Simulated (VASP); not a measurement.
**Hg: relaxation of cell and atoms with LDA**

The system is Hg.

```
CELL_PARAMETERS angstrom
3.21000 0.00000 0.00000
-1.60500 2.77994 0.00000
0.00000 0.00000 5.24193
ATOMIC_POSITIONS crystal
Hg 0.33333 0.66667 0.25000
Hg 0.66667 0.33333 0.75000
```

| Quantity | Value |
| --- | --- |
| Program | VASP 6.6.1 |
| Task | relaxation of cell and atoms |
| Functional | LDA |
| Potentials or basis | VASP PAW LDA potentials, release 64 (Hg_sv_GW) |
| Cutoff | 550 eV |
| k mesh | 7 × 7 × 4 |
| Occupations | fermi-dirac, width 0.1 eV |
| Spin | no spin polarisation |
| Target pressure | 20 GPa |
| Dipole correction | no |
| Further INCAR settings | ALGO = Normal; EDIFF = 1e-07; IBRION = 2; EDIFFG = -0.03; NSW = 50; ISIF = 3 |

```yaml
Relaxed_volume: 18.14 Å³/atom
Relaxed_cell: a = 2.874 Å, b = 2.874 Å, c = 5.073 Å, α = 90.00°, β = 90.00°, γ = 120.00°
Space_group_after_relaxing_to_0.1_Å: P6_3/mmc (No. 194)
Energy_change_on_relaxing_the_run_minimises_the_enthalpy: +163.6 meV/atom
Ionic_steps: 14
Pressure_after_relaxing: 20.0 GPa
Band_gap_on_the_k_mesh: zero (bands 20 and 21 overlap by 2.69 eV)
```

Step by step:
```tsv
step	energy change (eV)	largest force (eV/Å)	pressure (GPa)	volume (Å³)
1	0.0000	0.0000	-2.61	46.78
2	3.2603	0.0000	112.84	27.80
3	0.2748	0.0000	17.47	36.83
4	0.3141	0.0000	18.99	36.48
5	0.3418	0.0000	20.04	36.26
6	0.3403	0.0000	19.94	36.24
7	0.3408	0.0000	19.93	36.22
8	0.3443	0.0000	20.21	36.18
9	0.3613	0.0000	21.41	36.04
10	0.3461	0.0000	20.47	36.14
11	0.3507	0.0000	20.92	36.10
12	0.3492	0.0000	20.79	36.11
13	0.2505	0.0000	17.04	36.95
14	0.3271	0.0000	19.97	36.28
```

Final structure:
```
CELL_PARAMETERS angstrom
2.87374 0.00000 0.00000
-1.43687 2.48873 0.00000
0.00000 0.00000 5.07292
ATOMIC_POSITIONS crystal
Hg 0.33333 0.66667 0.25000
Hg 0.66667 0.33333 0.75000
```

Levels at points of the mesh, in eV from the Fermi level:
| k point | band 18 | band 19 | band 20 | band 21 | band 22 | band 23 |
| --- | --- | --- | --- | --- | --- | --- |
| (0.00, 0.00, 0.00) | -6.68 | -6.68 | -3.81 | -2.28 | 12.26 | 12.71 |
| (0.00, 0.00, 0.50) | -7.01 | -7.01 | -7.01 | 5.83 | 5.83 | 12.96 |

Run time: 2.7 min on 1 thread of AMD EPYC 9R45 96-Core Processor (Zen 5) (shared host), peak memory 0.16 GiB.

Caveat: the cell is relaxed towards a set pressure, so the run minimises the enthalpy, not the energy; the volume moved by over 15 % at a fixed basis, so the end points are rough; spin-orbit coupling is left out, which moves the levels of the heavy elements.
